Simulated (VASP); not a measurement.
Wanted: the native input for a VASP 6.6.1 run.

| Property | Result |
| --- | --- |
| Task | relaxation of cell and atoms |
| Functional | PBE |
| Potentials or basis | VASP PAW PBE potentials, release 64 (Al, Ru_pv, C, N) |
| Cutoff | 600 eV |
| k mesh | 12 × 12 × 8 |
| Occupations | gaussian, width 0.1 eV |
| Spin | no spin polarisation |
| Dipole correction | no |
| Further INCAR settings | ALGO = Normal; EDIFF = 1e-06; IBRION = 2; EDIFFG = -0.01; NSW = 100; ISIF = 3 |

The structure of Al2RuCN2 lies in POSCAR:

```
Al2RuCN2
1.0
    3.2451431108      0.0000000000      0.0000000000
    0.0000000000      3.2451431108      0.0000000000
    0.0000000000      0.0000000000      5.6999803208
Al Ru C N
2 1 1 2
Direct
    0.5000000000      0.5000000000      0.7531130724
    0.5000000000      0.5000000000      0.2468869276
    0.0000000000      0.0000000000      0.0000000000
    0.0000000000      0.0000000000      0.5000000000
    0.0000000000      0.5000000000      0.5000000000
    0.5000000000      0.0000000000      0.5000000000
```

The cell was generated, and may not be a known phase.

One way to write it, as run:

INCAR

```
ALGO = Normal ; EDIFF = 1E-6
EDIFFG = -0.01 ; ENCUT = 600
GGA = PE ; IBRION = 2
ISIF = 3 ; ISMEAR = 0
LASPH = True ; LCHARG = False
LREAL = False ; LWAVE = False
NELM = 60 ; NSW = 100
PREC = Accurate ; SIGMA = 0.1
```

KPOINTS

```
k-points
0
Gamma
  12 12 8
```

Potentials or basis: VASP PAW PBE potentials, release 64 (Al, Ru_pv, C, N).

Command:

```bash
$ cat potpaw_PBE.64/Al/POTCAR potpaw_PBE.64/Ru_pv/POTCAR potpaw_PBE.64/C/POTCAR potpaw_PBE.64/N/POTCAR > POTCAR
$ mpirun -np 1 vasp_std > vasp.out
```

Results of the run:

```
Energy gained by relaxing    : 11.9 meV/atom
Ionic steps                  : 13
Pressure after relaxing      : 0.1 GPa
Largest force after relaxing : 0.009 eV/Å
Band gap on the k mesh       : zero (bands 17 and 18 overlap by 1.97 eV)
```

Wall time 9.5 min on 1 thread of Intel(R) Xeon(R) 6975P-C (Granite Rapids), on a shared host, peak memory 0.38 GiB.
